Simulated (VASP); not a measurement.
# LuCd3O2 (P6/mmm) in VASP: notebook, part 2 of 2

VASP 6.6.1.

**4. Relaxation of cell and atoms, PBE**

Contents of INCAR:

```
SYSTEM = LuCd3O2
ALGO = Normal
EDIFF = 1E-6
EDIFFG = -0.01
ENCUT = 600
GGA = PE
IBRION = 2
ISIF = 3
ISMEAR = 0
LASPH = .TRUE.
LCHARG = .FALSE.
LREAL = .FALSE.
LWAVE = .FALSE.
NELM = 80
NSW = 100
PREC = Accurate
SIGMA = 0.1
```

Contents of KPOINTS:

```
k-points
0
G
  6 6 10
  0 0 0
```

Contents of POSCAR:

```
LuCd3O2
1.0
    5.7803597100      0.0000000000      0.0000000000
   -2.8901798600      5.0059383500      0.0000000000
    0.0000000000      0.0000000000      3.8258972900
Lu Cd O
1 3 2
Direct
    0.0000000000      0.0000000000      0.0000000000
    0.5000000000      0.0000000000      0.5000000000
    0.0000000000      0.5000000000      0.5000000000
    0.5000000000      0.5000000000      0.5000000000
    0.6666666700      0.3333333300      0.0000000000
    0.3333333300      0.6666666700      0.0000000000
```

Potentials or basis: VASP PAW PBE potentials, release 64 (Lu, Cd, O).

Started as:

```
$ cat potpaw_PBE.64/Lu/POTCAR potpaw_PBE.64/Cd/POTCAR potpaw_PBE.64/O/POTCAR > POTCAR
$ mpirun -np 1 vasp_std > vasp.out
```

OUTCAR:

```text
SYSTEM = LuCd3O2
   EDIFF = 1E-6
   EDIFFG = -0.01
   ENCUT = 600
   GGA = PE
   IBRION = 2
   ISIF = 3
   ISMEAR = 0
   LASPH = .TRUE.
   LREAL = .FALSE.
   NELM = 80
   NSW = 100
   PREC = Accurate

 ion  position               nearest neighbor table
   1  0.000  0.000  0.000-   4 3.47   4 3.47   4 3.47   4 3.47   2 3.47   2 3.47   2 3.47   2 3.47
                             3 3.47   3 3.47   3 3.47   3 3.47
   2  0.500  0.000  0.500-   5 2.54   6 2.54   5 2.54   6 2.54   3 2.89   3 2.89   4 2.89   4 2.89
                             1 3.47   1 3.47   1 3.47   1 3.47
   3  0.000  0.500  0.500-   5 2.54   6 2.54   5 2.54   6 2.54   2 2.89   2 2.89   4 2.89   4 2.89
                             1 3.47   1 3.47   1 3.47   1 3.47
   4  0.500  0.500  0.500-   5 2.54   6 2.54   5 2.54   6 2.54   3 2.89   3 2.89   2 2.89   2 2.89
                             1 3.47   1 3.47   1 3.47   1 3.47
   5  0.667  0.333  0.000-   3 2.54   3 2.54   2 2.54   2 2.54   4 2.54   4 2.54
   6  0.333  0.667  0.000-   3 2.54   3 2.54   2 2.54   2 2.54   4 2.54   4 2.54

  LATTYP: Found a hexagonal cell.
 ALAT       =     5.7803597100
 C/A-ratio  =     0.6618787553

  Lattice vectors:

 A1 = (   5.7803597100,   0.0000000000,   0.0000000000)
 A2 = (  -2.8901798600,   5.0059383500,   0.0000000000)
 A3 = (   0.0000000000,   0.0000000000,   3.8258972900)

Analysis of symmetry for initial positions (statically):
=====================================================================
 Subroutine PRICEL returns:
 Original cell was already a primitive cell.

 Routine SETGRP: Setting up the symmetry group for a
 hexagonal supercell.

 Subroutine GETGRP returns: Found 24 space group operations
 (whereof 24 operations were pure point group operations)
 out of a pool of 24 trial point group operations.

The static configuration has the point symmetry D_6h.

Analysis of symmetry for dynamics (positions and initial velocities):
=====================================================================
 Subroutine PRICEL returns:
 Original cell was already a primitive cell.

 Routine SETGRP: Setting up the symmetry group for a
 hexagonal supercell.

 Subroutine GETGRP returns: Found 24 space group operations
 (whereof 24 operations were pure point group operations)
 out of a pool of 24 trial point group operations.

The dynamic configuration has the point symmetry D_6h.

 Subroutine INISYM returns: Found 24 space group operations
 (whereof 24 operations are pure point group operations),
 and found     1 'primitive' translations

----------------------------------------------------------------------------------------

                                     Primitive cell

  volume of cell :     110.7066

  direct lattice vectors                    reciprocal lattice vectors
     5.780359710  0.000000000  0.000000000     0.172999614  0.099881374  0.000000000
    -2.890179860  5.005938350  0.000000000     0.000000000  0.199762748  0.000000000
     0.000000000  0.000000000  3.825897290     0.000000000  0.000000000  0.261376593

  length of vectors
     5.780359710  5.780359711  3.825897290     0.199762748  0.199762748  0.261376593

  position of ions in fractional coordinates (direct lattice)
     0.000000000  0.000000000  0.000000000
     0.500000000  0.000000000  0.500000000
     0.000000000  0.500000000  0.500000000
     0.500000000  0.500000000  0.500000000
     0.666666670  0.333333330  0.000000000
     0.333333330  0.666666670  0.000000000

[... 64 lines left out ...]
   total plane-waves  NPLWV =  73728
   dimension x,y,z NGX =    48 NGY =   48 NGZ =   32
   dimension x,y,z NGXF=    96 NGYF=   96 NGZF=   64
   ions per type =               1   3   2
   NGX,Y,Z   is equivalent  to a cutoff of  13.81, 13.81, 13.90 a.u.
   NGXF,Y,Z  is equivalent  to a cutoff of  27.61, 27.61, 27.81 a.u.
 SYSTEM =  LuCd3O2
   PREC   = accura    normal or accurate (medium, high low for compatibility)
   ISTART =      0    job   : 0-new  1-cont  2-samecut
   ICHARG =      2    charge: 1-file 2-atom 10-const
   ISPIN  =      1    spin polarized calculation?
   LNONCOLLINEAR =      F non collinear calculations
   LSORBIT =      F    spin-orbit coupling
   LASPH  =      T    aspherical Exc in radial PAW
   ENCUT  =  600.0 eV  44.10 Ry    6.64 a.u.  11.54 11.54  7.64*2*pi/ulx,y,z
   NELM   =     80;   NELMIN=  2; NELMDL= -5     # of ELM steps
   EDIFF  = 0.1E-05   stopping-criterion for ELM
   LREAL  =      F    real-space projection
   EDIFFG = -.1E-01   stopping-criterion for IOM
   NSW    =    100    number of steps for IOM
   IBRION =      2    ionic relax: 0-MD 1-quasi-New 2-CG
   NFREE  =      1    steps in history (QN), initial steepest desc. (CG)
   ISIF   =      3    stress and relaxation
   ISYM   =      2    0-nonsym 1-usesym 2-fastsym
   POTIM  = 0.5000    time-step for ionic-motion
   TEBEG  =    0.0;   TEEND  =   0.0 temperature during run
   PSTRESS=    0.0 pullay stress
   NELECT =      73.0000    total number of electrons
   NUPDOWN=      -1.0000    fix difference up-down
   EMIN   =  10.00;   EMAX   =-10.00  energy-range for DOS
   EFERMI =   0.00;   METHOD = LEGACY
   ISMEAR =     0;   SIGMA  =   0.10  broadening in eV -4-tet -1-fermi 0-gaus
   EFERMI_NEDOS =   21; number of points for ismear=-14 and -15
   IALGO  =     38    algorithm
   IMIX   =      4    mixing-type and parameters
     AMIX     =   0.40;   BMIX     =  1.00
     AMIX_MAG =   1.60;   BMIX_MAG =  1.00
  volume/ion in A,a.u.               =      18.45       124.51
  Fermi-wavevector in a.u.,A,eV,Ry     =   1.424922  2.692713 27.625323  2.030404
  Thomas-Fermi vector in A             =   2.545362
   LORBIT       =      0    0 simple, 1 ext, 2 COOP (PROOUT), +10 PAW based schemes
   GGA     = PE    functional components
   LHFCALC =     F    Hartree Fock is set to
   AEXX    =    0.0000 exact exchange contribution
   IVDW    =     0    specifies the selected vdW correction
   LEPSILON=     F    determine dielectric tensor
   LRPA    =     F    only Hartree local field effects (RPA)
 conjugate gradient relaxation of ions
 non-spin polarized calculation
 Gauss-broadening in eV      SIGMA  =   0.10
  energy-cutoff  :      600.00
  volume of cell :      110.71
 maximum number of plane-waves:      3735
 NGX is ok and might be reduce to    48
   NGX = 23   NGY = 23   NGZ = 15

--------------------------------------- Ionic step        1  -------------------------------------------

 number of electron      73.0000004 magnetization

 Free energy of the ion-electron system (eV)
  ---------------------------------------------------
  ext. energy  EPLUGINS =         0.00000000
  ---------------------------------------------------
  free energy    TOTEN  =       -19.21785961 eV

  energy without entropy =      -19.20112193  energy(sigma->0) =      -19.20949077

------------------------ aborting loop because EDIFF is reached ----------------------------------------

  FORCE on cell =-STRESS in cart. coord.  units (eV):
  Direction    XX          YY          ZZ          XY          YZ          ZX
  --------------------------------------------------------------------------------------
  -------------------------------------------------------------------------------------
  Total       -1.6601669     -1.6601669     -4.1211993      0.0000000      0.0000000      0.0000000
  in kB      -24.0263974    -24.0263974    -59.6431445      0.0000000      0.0000000      0.0000000
  external PRESSURE =     -35.8986464 kB  Pullay stress =       0.0000000 kB
[... 307 lines left out ...]
--------------------------------------- Ionic step        9  -------------------------------------------

 number of electron      73.0000001 magnetization

 Free energy of the ion-electron system (eV)
  ---------------------------------------------------
  ext. energy  EPLUGINS =         0.00000000
  ---------------------------------------------------
  free energy    TOTEN  =       -19.33765994 eV

  energy without entropy =      -19.32456317  energy(sigma->0) =      -19.33111156

 E-fermi :   2.8059     XC(G=0): -11.0697

 val. band max:        2.8020809301   @ k =   0.3333   0.0000   0.4000
 cond. band min:       2.8321390247   @ k =   0.3333   0.1667   0.4000
 fundamental gap:      0.0300580946
 Fermi energy:         2.8058593528

 k-point     1 :       0.0000    0.0000    0.0000
  band No.  band energies     occupation
      1     -54.3761      2.00000
      2     -25.0952      2.00000
      3     -25.0952      2.00000
      4     -24.6964      2.00000
      5     -15.2655      2.00000
      6     -14.8293      2.00000
[... 1093 lines left out ...]
     42       6.2596      0.00000
     43       6.8124      0.00000

 [... further k-points ...]

------------------------ aborting loop because EDIFF is reached ----------------------------------------

  FORCE on cell =-STRESS in cart. coord.  units (eV):
  Direction    XX          YY          ZZ          XY          YZ          ZX
  --------------------------------------------------------------------------------------
  -------------------------------------------------------------------------------------
  Total       -0.0520060     -0.0520060     -0.0597230      0.0000000      0.0000000      0.0000000
  in kB       -0.7773649     -0.7773649     -0.8927152      0.0000000      0.0000000      0.0000000
  external PRESSURE =      -0.8158150 kB  Pullay stress =       0.0000000 kB
[... 21 lines left out ...]
  FREE ENERGIE OF THE ION-ELECTRON SYSTEM (eV)
  ---------------------------------------------------
  free  energy   TOTEN  =       -19.3376599439 eV

  energy  without entropy=      -19.3245631698  energy(sigma->0) =      -19.33111156

 reached required accuracy - stopping structural energy minimisation
```

Run time: 14 min. Hardware: 1 thread of Intel Xeon 6975P-C (Granite Rapids), shared host; peak memory 0.46 GiB.

What came out:

| Item | Value |
| --- | --- |
| Free energy | -19.3377 eV |
| Relaxed volume | 17.86 Å³/atom |
| Relaxed cell | a = 5.888 Å, b = 5.888 Å, c = 3.570 Å, α = 90.00°, β = 90.00°, γ = 120.00° |
| Space group after relaxing (to 0.1 Å) | P6/mmm (No. 191) |
| Energy gained by relaxing | 20.0 meV/atom |
| Ionic steps | 9 |
| Pressure after relaxing | -0.1 GPa |
| Band gap on the k mesh | zero (an odd number of electrons rules out a gap without spin polarisation) |

Step by step:
| step | energy change (eV) | largest force (eV/Å) | pressure (GPa) | volume (Å³) |
| --- | --- | --- | --- | --- |
| 1 | 0.0000 | 0.0000 | -3.59 | 110.71 |
| 2 | -0.0725 | 0.0000 | 1.66 | 104.20 |
| 3 | -0.0767 | 0.0000 | 0.55 | 105.37 |
| 4 | -0.0918 | 0.0000 | 0.47 | 105.66 |
| 5 | -0.1177 | 0.0000 | 0.39 | 106.45 |
| 6 | -0.1191 | 0.0000 | 0.36 | 106.69 |
| 7 | -0.1192 | 0.0000 | 0.34 | 106.67 |
| 8 | -0.1191 | 0.0000 | -0.46 | 107.68 |
| 9 | -0.1198 | 0.0000 | -0.08 | 107.19 |

Final structure:
```
Lu Cd O
1.0
     5.88800    0.00000    0.00000
    -2.94400    5.09916    0.00000
     0.00000    0.00000    3.57004
Lu Cd O
1 3 2
Direct
  0.00000 0.00000 0.00000
  0.50000 0.00000 0.50000
  0.00000 0.50000 0.50000
  0.50000 0.50000 0.50000
  0.66667 0.33333 0.00000
  0.33333 0.66667 0.00000
```

Caveat: spin-orbit coupling is left out, which moves the levels of the heavy elements.

**5. The runs side by side**

```tsv
task	cell	k mesh	cutoff (eV)	gap on the mesh (eV)	pressure (GPa)
single point	a = 5.780, b = 5.780, c = 3.826 Å, angles 90.0, 90.0, 120.0°, 6 atoms	3 × 3 × 4	520	none	-3.3
single point	a = 5.885, b = 5.885, c = 3.556 Å, angles 90.0, 90.0, 120.0°, 6 atoms	6 × 6 × 10	520	none	0.5
relaxation of cell and atoms	relaxed from a = 5.780, b = 5.780, c = 3.826 Å, angles 90.0, 90.0, 120.0°, 6 atoms	6 × 6 × 10	600	none	-0.1
```

Alike in all rows: level PBE; potentials or basis VASP PAW PBE potentials, release 64 (Lu, Cd, O); no spin polarisation; smearing gaussian 0.1 eV.

Caveats: some runs use coarse meshes; spin-orbit coupling is left out, which moves the levels of the heavy elements.

Total energies depend on the potentials used, so only differences within one code and one set of settings carry meaning.

The gap in the log of VASP goes by the Fermi energy; the results here count the filled bands.